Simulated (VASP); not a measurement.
Set up this calculation in VASP 6.6.1, as the native input.

```yaml
Task: single point
Functional: PBE
Potentials_or_basis: VASP PAW PBE potentials, release 64 (Hf_pv, N)
Cutoff: 520 eV
k_mesh: 2 × 2 × 2, shifted
Occupations: fermi-dirac, width 0.05 eV
Spin: no spin polarisation
Dipole_correction: no
Further_INCAR_settings: LREAL = Auto; ALGO = Normal; EDIFF = 1e-07; NBANDS = 74
```

The structure of HfN lies in POSCAR:

```
HfN
1.0
   -4.5330100770      4.5330100770      0.0000000000
   -4.5330100770      0.0000000000      4.5330100770
    0.0000000000      4.5330100770      4.5330100770
Hf N
8 8
Direct
   -0.0040387071     -0.0017278806      0.0007547965
    0.4988786615     -0.0107145140      0.0012697964
   -0.0094538727      0.4908384191      0.0088774345
   -0.0097469450      0.0025826106      0.5154625647
    0.5109336756      0.5077075632     -0.0119537568
    0.5057456218     -0.0052750820      0.4974771646
    0.0074417439      0.5082242177      0.4894040521
    0.4938645540      0.5013620004      0.5058881320
    0.7556263811      0.7486581636      0.7439879777
    0.2377954123      0.7727192176      0.7429206957
    0.7539968899      0.2645662550      0.7396951348
    0.7479650260      0.7494159383      0.2542829114
    0.2510958460      0.2563023202      0.7305342242
    0.2393195651      0.7748959169      0.2654432661
    0.7399521384      0.2641528432      0.2556324562
    0.2494535597      0.2586346556      0.2455678415
```

This cell differs from its parent crystal: dynamics (nvt langevin) at 450 K, volume x 1.01, from the last frame before.

One way to write it, as run:

INCAR

```
PREC     = Accurate       # precision mode
ENCUT    = 520            # plane-wave cutoff, eV
EDIFF    = 1E-7           # SCF threshold, eV
ISMEAR   = -1             # smearing method
SIGMA    = 0.05           # smearing width, eV
LREAL    = Auto         
LASPH    = True           # aspherical terms in the spheres
NELM     = 80             # most SCF steps
ALGO     = Normal         # electronic algorithm
ISIF     = 2              # what is computed and relaxed
LWAVE    = False          # write WAVECAR
LCHARG   = False          # write CHGCAR
GGA      = PE             # functional
NBANDS   = 74             # bands
```

KPOINTS

```
Automatic mesh
0
Gamma
  2 2 2
  0.5 0.5 0.5
```

Potentials or basis: VASP PAW PBE potentials, release 64 (Hf_pv, N).

The run is started by

```sh
$ cat potpaw_PBE.64/Hf_pv/POTCAR potpaw_PBE.64/N/POTCAR > POTCAR
$ mpirun -np 1 vasp_std > vasp.out
```

It gave:

```json
{
  "Pressure": "2.6 GPa",
  "Largest force": "1.899 eV/Å",
  "Band gap on the k mesh": "0.11 eV"
}
```

Caveat: the k points lie up to 0.60 Å⁻¹ apart; the atoms stand as in a frame of molecular dynamics; spin-orbit coupling is left out, which moves the levels of the heavy elements; a shifted mesh leaves out Γ, where band edges can lie; forces of over 1 eV/Å act on the atoms, so gaps and moduli don't describe the material at rest.

Wall time 12 min on 1 thread of Intel(R) Xeon(R) Platinum 8259CL CPU @ 2.50GHz (Skylake/Cascade Lake), on a shared host, peak memory 0.4 GiB.
